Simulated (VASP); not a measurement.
Runs of VASP 6.6.1 on Sc4Ta. The structure is that of space group Pm-3m (No. 221), or close to it. The cells are those of the table. 

```csv
task,cell,k mesh,cutoff (eV),gap on the mesh (eV),pressure (GPa),relaxed volume (Å³/atom)
single point,"a = 4.868 Å, 5 atoms",4 × 4 × 4,520,none,0.3,-
single point,"a = 4.878 Å, 5 atoms",8 × 8 × 8,520,none,0.2,-
single point,"a = 4.574 Å, 5 atoms",4 × 4 × 4,520,none,(b),-
relaxation of cell and atoms,"relaxed from a = 4.868 Å, 5 atoms",8 × 8 × 8,600,none,0.0,(a)
relaxation of cell and atoms,"relaxed from a = 4.574 Å, 5 atoms",4 × 4 × 4,600,none,0.1,23.20
```

Alike in all rows: level PBE; potentials or basis VASP PAW PBE potentials, release 64 (Sc_sv, Ta_pv); no spin polarisation; smearing gaussian 0.1 eV.

Problem. Fill in the values left out.

Solution. (a) 23.35; (b) 13.9.

Caveats: spin-orbit coupling is left out, which moves the levels of the heavy elements; the volume moved by over 15 % at a fixed basis, so the end points are rough (some runs).

A k mesh can miss the band edges, and the runs leave out spin-orbit coupling on Ta.

A gap of «none» marks levels without a gap at the run's occupations.
